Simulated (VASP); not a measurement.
A run of VASP 6.6.1:

Contents of INCAR:

```
SYSTEM = LaP
PREC = Accurate ; ENCUT = 500
EDIFF = 1E-6 ; ISMEAR = 1
SIGMA = 0.05 ; LREAL = .False.
LASPH = .True. ; NELM = 200
ALGO = Normal ; ISIF = 2
LWAVE = .False. ; LCHARG = .False.
GGA = PS ; NBANDS = 15
GGA_COMPAT = .False. ; LMAXMIX = 6
```

Contents of KPOINTS:

```
regular mesh
0
Gamma
  7 7 7
  0 0 0
```

File POSCAR:

```
LaP
1.0
    0.0000000000      2.9885924238      2.9885924238
    2.9885924238      0.0000000000      2.9885924238
    2.9885924238      2.9885924238      0.0000000000
La P
1 1
Direct
    0.0000000000      0.0000000000      0.0000000000
    0.5000000000      0.5000000000      0.5000000000
```

Potentials or basis: VASP PAW PBE potentials, release 64 (La, P).

Run with:

```bash
$ cat potpaw_PBE.64/La/POTCAR potpaw_PBE.64/P/POTCAR > POTCAR
$ mpirun -np 1 vasp_std > vasp.out
```

Hardware: 1 thread of Intel Xeon 8259CL, with other jobs on the host.

Task: Estimate the wall time of this run.

Result: Run time: 38 s on 1 thread of Intel Xeon 8259CL, on a shared host, peak memory 0.19 GiB. Counts: scf iterations 15, k points 20.
